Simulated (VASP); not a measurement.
Mg4O, 5 atoms in the cell. The cell holds a slab with vacuum, 5 atoms: a = 3.147 Å, b = 5.039 Å, c = 20.585 Å, α = 90.00°, β = 90.00°, γ = 90.00°. 

* Program: VASP 6.6.1
* Task: single point
* Functional: LDA
* Potentials or basis: VASP PAW LDA potentials, release 64 (Mg, O)
* Cutoff: 520 eV
* k mesh: 8 × 5 × 1
* Occupations: gaussian, width 0.1 eV
* Spin: no spin polarisation
* Dipole correction: yes
* Further INCAR settings: ALGO = Normal; EDIFF = 1e-06; NBANDS = 15

Potentials or basis: VASP PAW LDA potentials, release 64 (Mg, O).

Launch:

```console
$ cat potpaw_LDA.64/Mg/POTCAR potpaw_LDA.64/O/POTCAR > POTCAR
$ mpirun -np 1 vasp_std > vasp.out
```

Hardware: 1 thread of Intel Xeon 6975P-C (shared host).

Question: How long does it take, and how much memory?

Answer: It took 2.8 min on 1 thread of Intel Xeon 6975P-C (shared host), peak memory 0.35 GiB. Counts: scf iterations 23, k points 21.
